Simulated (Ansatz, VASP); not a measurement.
## P: VASP beside Ansatz

INCAR

```
ALGO     = Normal         # electronic algorithm
EDIFF    = 1E-6           # SCF threshold, eV
ENCUT    = 520            # plane-wave cutoff, eV
GGA      = PS             # functional
ISIF     = 2              # what is computed and relaxed
ISMEAR   = 0              # smearing method
LASPH    = T              # aspherical terms in the spheres
LCHARG   = T              # write CHGCAR
LELF     = T              # ELF
LREAL    = F              # projectors in reciprocal space
LVHAR    = T            
LWAVE    = F              # write WAVECAR
NBANDS   = 18             # bands
NELM     = 80             # most SCF steps
PREC     = Accurate       # precision mode
SIGMA    = 0.01           # smearing width, eV
```

File KPOINTS:

```
k-points
0
Gamma
  6 1 4
```

POSCAR

```
P
1.0
    3.2884131033      0.0000000000      0.0000000000
    0.0000000000     34.8700057900      0.0000000000
    0.0000000000      0.0000000000      4.5873403583
P
4
Direct
    0.0000000000      0.9700352370      0.5897387270
    0.0000000000      0.0299647630      0.4102612730
    0.5000000000      0.0299647630      0.0897387270
    0.5000000000      0.9700352370      0.9102612730
```

Input for Ansatz:

```yaml
crystal:
  lattice:
    - [3.2884131033, 0.0, 0.0]
    - [0.0, 34.87000579, 0.0]
    - [0.0, 0.0, 4.5873403583]
  atoms:
    - { symbol: P, position: [0.0, 0.970035237, 0.589738727] }
    - { symbol: P, position: [0.0, 0.029964763, 0.410261273] }
    - { symbol: P, position: [0.5, 0.029964763, 0.089738727] }
    - { symbol: P, position: [0.5, 0.970035237, 0.910261273] }
kpoints:
  mp_grid: { grid: [6, 1, 4] }
hamiltonian:
  xc: pbesol
scf:
  occupations: { method: fixed }
  n_extra_bands: 5
output:
  forces: true
  stress: true
  eigenvalues: true
```

Alike in both runs: task single point; functional PBEsol; k mesh 6 × 1 × 4; no spin polarisation.

|  | VASP | Ansatz |
| --- | --- | --- |
| version | VASP 6.6.1 | Ansatz 0.2.0 |
| potentials or method | VASP PAW PBE potentials, release 64 (P) | plane waves, PAW |
| plane-wave cutoff (eV) | 520 | 420 |
| occupations | gaussian, width 0.01 eV | fixed |
| valence electrons in the cell | 20 | 20 |

VASP gave:

| Property | Result |
| --- | --- |
| gap on the k mesh at the Fermi level (eV) | 0.84 |
| rms of the force components (eV/Å) | 0.111 |

Task: Which values does Ansatz return?

Result: gap on the k mesh at the Fermi level (eV): 0.83; rms of the force components (eV/Å): 0.116.

VASP's potentials were made for PBE, not for PBEsol. Atom by atom the forces differ by 0.012 eV/Å (rms over components).
